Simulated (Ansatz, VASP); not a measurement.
# I in VASP and in Ansatz

Contents of INCAR:

```
SYSTEM = I
AGGAC    = 1.0          
AGGAX    = 1.0          
ALDAC    = 0.0          
ALDAX    = 1.0          
ALGO     = Normal         ! electronic algorithm
EDIFF    = 1E-6           ! SCF threshold, eV
EDIFFG   = -0.01          ! ionic threshold
ENCUT    = 600            ! plane-wave cutoff, eV
GGA      = B5             ! functional
IBRION   = 2              ! ionic algorithm
ISIF     = 3              ! what is computed and relaxed
ISMEAR   = -1             ! smearing method
IVDW     = 13             ! dispersion correction
LASPH    = .True.         ! aspherical terms in the spheres
LCHARG   = .False.        ! write CHGCAR
LREAL    = .False.        ! projectors in reciprocal space
LWAVE    = .False.        ! write WAVECAR
NELM     = 100            ! most SCF steps
NSW      = 60             ! ionic steps
PREC     = Accurate       ! precision mode
SIGMA    = 0.05           ! smearing width, eV
VDW_A1   = 0.44488865   
VDW_A2   = 4.0933009    
VDW_S6   = 1.0          
VDW_S8   = 2.34076671
```

File KPOINTS:

```
k-points
0
Gamma
  9 9 9
  0 0 0
```

POSCAR

```
I
1.0
    0.0000000000      2.3656004428      3.9098401324
    2.1922454667      0.0000000000      3.9098401324
    2.1922454667      2.3656004428      0.0000000000
I
1
Direct
    0.0000000000      0.0000000000      0.0000000000
```

Contents of input.yaml:

```yaml
crystal:
  lattice:
    - [0.0, 2.3656004428, 3.9098401324]
    - [2.1922454667, 0.0, 3.9098401324]
    - [2.1922454667, 2.3656004428, 0.0]
  atoms:
    - { symbol: I, position: [0.0, 0.0, 0.0] }
hamiltonian:
  xc: blyp
  pseudopotentials: { kind: paw }
  dispersion: d4
kpoints:
  mp_grid: { grid: [9, 9, 9] }
scf:
  occupations: { method: fermi_dirac, width: 0.05 }
output:
  forces: true
  stress: true
relax:
  f_tol: 0.01
  max_steps: 40
  cell: { stress_tol: 0.05 }
```

Alike in both runs: task relaxation of cell and atoms; functional BLYP; dispersion D4; k mesh 9 × 9 × 9; occupations fermi-dirac, width 0.05 eV; no spin polarisation.

|  | VASP | Ansatz |
| --- | --- | --- |
| version | VASP 6.6.1 | Ansatz 0.2.0 |
| potentials or method | VASP PAW PBE potentials, release 64 (I) | Ansatz PAW |
| plane-wave cutoff (eV) | 600 | 420 |
| valence electrons in the cell | 7 | 17 |

Ansatz gave:

| Property | Result |
| --- | --- |
| relaxed volume (Å³/atom) | 38.43 |
| relaxed length of the cell vector where the two differ most in proportion (Å) | 4.302 |

Task: What did VASP give for the same quantities?

Result: Relaxed volume (Å³/atom): 38.58; relaxed length of the cell vector where the two differ most in proportion (Å): 4.309.

VASP's potentials were made for PBE, not for BLYP. VASP's potentials hold 7 valence electrons a cell and Ansatz's 17, so a difference there can come from the potentials and not from the codes.

Spin-orbit coupling is off throughout. Noted on Ansatz's run: the plane-wave basis is chosen anew once the cell has moved, so the energies of steps on either side of that aren't comparable.
